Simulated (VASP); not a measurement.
Set up this calculation in VASP 6.6.1, as the native input.

```yaml
Task: single point
Functional: PBEsol
Potentials_or_basis: VASP PAW PBE potentials, release 64 (In_d, Sb)
Cutoff: 520 eV
k_mesh: 12 × 12 × 12
Occupations: gaussian, width 0.15 eV
Spin: no spin polarisation
Dipole_correction: no
Further_INCAR_settings: ALGO = Normal; EDIFF = 1e-06; NBANDS = 16
```

The structure of InSb lies in POSCAR:

```
InSb
1.0
    0.0000000000      2.9799720000      2.9799720000
    2.9799720000      0.0000000000      2.9799720000
    2.9799720000      2.9799720000      0.0000000000
In Sb
1 1
Direct
    0.0000000000      0.0000000000      0.0000000000
    0.7500000000      0.7500000000      0.7500000000
```

This cell differs from its parent crystal: strain -0.080 along x and y, -0.080 along z.

These files were run (other wordings do the same):

INCAR

```
SYSTEM = InSb
PREC = Accurate
ENCUT = 520
EDIFF = 1E-6
ISMEAR = 0
SIGMA = 0.15
LREAL = .FALSE.
LASPH = .TRUE.
NELM = 60
ALGO = Normal
ISIF = 2
LWAVE = .FALSE.
LCHARG = .FALSE.
GGA = PS
NBANDS = 16
```

KPOINTS

```
regular mesh
0
G
  12 12 12
  0 0 0
```

Potentials or basis: VASP PAW PBE potentials, release 64 (In_d, Sb).

The run is started by

```bash
$ cat potpaw_PBE.64/In_d/POTCAR potpaw_PBE.64/Sb/POTCAR > POTCAR
$ mpirun -np 1 vasp_std > vasp.out
```

Results of the run:

| Item | Value |
| --- | --- |
| Pressure | 21.9 GPa |
| Band gap on the k mesh | 0.65 eV, indirect (least direct gap 1.23 eV) |

Caveat: the cell differs from its parent crystal (strain -0.080 along x and y, -0.080 along z); the PAW data sets were made with another functional, which shifts forces and pressure a little; spin-orbit coupling is left out, which moves the levels of the heavy elements.

Wall time 31 s on 1 thread of Intel Xeon 6975P-C, on a shared host, peak memory 0.22 GiB.
